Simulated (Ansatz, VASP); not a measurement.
# Two plane-wave programs on KI

The input INCAR:

```
SYSTEM = KI
PREC     = Accurate       ! precision mode
ENCUT    = 520            ! plane-wave cutoff, eV
EDIFF    = 1E-7           ! SCF threshold, eV
ISMEAR   = 0              ! smearing method
SIGMA    = 0.05           ! smearing width, eV
LREAL    = .False.        ! projectors in reciprocal space
LASPH    = .True.         ! aspherical terms in the spheres
NELM     = 80             ! most SCF steps
ALGO     = Normal         ! electronic algorithm
ISIF     = 2              ! what is computed and relaxed
LWAVE    = .False.        ! write WAVECAR
LCHARG   = .False.        ! write CHGCAR
GGA      = PS             ! functional
NBANDS   = 15             ! bands
```

KPOINTS

```
Automatic mesh
0
Gamma
  8 8 8
  0 0 0
```

The input POSCAR:

```
KI
1.0
    0.0000000000      3.5327750000      3.5327750000
    3.5327750000      0.0000000000      3.5327750000
    3.5327750000      3.5327750000      0.0000000000
K I
1 1
Direct
    0.0000000000      0.0000000000      0.0000000000
    0.5000000000      0.5000000000      0.5000000000
```

Input for Ansatz:

```yaml
crystal:
  lattice:
    - [0.0, 3.532775, 3.532775]
    - [3.532775, 0.0, 3.532775]
    - [3.532775, 3.532775, 0.0]
  atoms:
    - { symbol: K, position: [0.0, 0.0, 0.0] }
    - { symbol: I, position: [0.5, 0.5, 0.5] }
basis:
  ecutwfc: 420
  fft_grid_basis: typed
kpoints:
  mp_grid: { grid: [8, 8, 8] }
hamiltonian:
  xc: pbesol
scf:
  occupations: { method: gaussian, width: 0.05 }
output:
  forces: true
  stress: true
  eigenvalues: true
  bader: true
  write_density: true
  volumetric_format: npy
  elf: true
```

Alike in both runs: task single point; functional PBEsol; k mesh 8 × 8 × 8; occupations gaussian, width 0.05 eV; no spin polarisation.

|  | VASP | Ansatz |
| --- | --- | --- |
| version | VASP 6.6.1 | Ansatz 0.2.0 |
| potentials or method | VASP PAW PBE potentials, release 64 (K_sv, I), cutoff 520 eV | scalar-relativistic, plane waves, PAW |
| valence electrons in the cell | 16 | 26 |

```csv
,VASP,Ansatz,Ansatz less VASP
gap on the k mesh at the Fermi level (eV),3.81,3.82,+0.004
pressure (GPa),-0.3,-0.3,-0.03
```

VASP's potentials were made for PBE, not for PBEsol. VASP's potentials hold 16 valence electrons a cell and Ansatz's 26, so a difference there can come from the potentials and not from the codes.

Neither program's run includes spin-orbit coupling.
